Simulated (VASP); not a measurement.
# LiF: single point with HSE06

The system is LiF.

```
CELL_PARAMETERS angstrom
3.08101 0.00000 0.00000
-1.54051 2.66824 0.00000
0.00000 0.00000 4.78534
ATOMIC_POSITIONS crystal
Li 0.33333 0.66667 0.99257
Li 0.66667 0.33333 0.49257
F 0.33333 0.66667 0.38243
F 0.66667 0.33333 0.88243
```

- Program: VASP 6.6.1
- Task: single point
- Functional: HSE06
- Potentials or basis: VASP PAW PBE potentials, release 64 (Li_sv, F)
- Cutoff: 520 eV
- k mesh: 6 × 6 × 4
- Occupations: gaussian, width 0.01 eV
- Spin: no spin polarisation
- Dipole correction: no
- Grid for exact exchange (PRECFOCK): Normal
- Further INCAR settings: ALGO = Normal; EDIFF = 1e-06; NBANDS = 18
- Share of exact exchange: 0.25
- Screening parameter: 0.2079 1/Å

```
Largest force          : 0.004 eV/Å
Band gap on the k mesh : 10.00 eV
```

Forces on the atoms (eV/Å):
```
Li   0.000  0.000  0.004
Li   0.000  0.000  0.004
F    0.000  0.000 -0.004
F    0.000  0.000 -0.004
```

Levels at points of the mesh, in eV from the valence-band top:
```tsv
k point	band 8	band 9	band 10	band 11	band 12	band 13
(0.00, 0.00, 0.00)	-0.19	-0.19	0.00	10.00	14.51	17.80
(0.50, 0.00, 0.00)	-1.10	-0.58	-0.43	13.51	14.58	17.26
(0.00, 0.00, 0.50)	-0.37	-0.37	-0.37	11.78	11.78	20.21
(0.50, 0.00, 0.50)	-0.77	-0.60	-0.60	13.47	13.47	17.39
```

Run time: 56 min on 1 thread of Intel Xeon 8259CL (shared host), peak memory 0.27 GiB.

Caveat: the structure was generated, so it needn't be the stable form of LiF; the PAW data sets were made with another functional, which shifts forces and pressure a little. A k mesh can miss the band edges.
